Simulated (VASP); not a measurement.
A run of VASP 6.6.1:

The input INCAR:

```
SYSTEM = Mo
  PREC = Accurate
  ENCUT = 520
  EDIFF = 1E-6
  ISMEAR = -1
  SIGMA = 0.05
  LREAL = .False.
  LASPH = .True.
  NELM = 100
  ALGO = Normal
  ISIF = 2
  LWAVE = .False.
  LCHARG = .True.
  GGA = PS
  LELF = .True.
  LVHAR = .True.
  NBANDS = 13
```

KPOINTS

```
Automatic mesh
0
Gamma
  9 9 9
  0 0 0
```

Contents of POSCAR:

```
Mo
1.0
   -1.5641790868      1.5641790868      1.5641790868
    1.5641790868     -1.5641790868      1.5641790868
    1.5641790868      1.5641790868     -1.5641790868
Mo
1
Direct
    0.0000000000      0.0000000000      0.0000000000
```

Potentials or basis: VASP PAW PBE potentials, release 64 (Mo_sv).

Command:

```sh
$ cat potpaw_PBE.64/Mo_sv/POTCAR > POTCAR
$ mpirun -np 1 vasp_std > vasp.out
```

Hardware: 1 thread of Intel Xeon 8259CL, with other jobs on the host.

Question: How long does it take, and how much memory?

Answer: It took 11 s on 1 thread of Intel Xeon 8259CL (shared host), peak memory 0.13 GiB. Counts: scf iterations 11, k points 35.
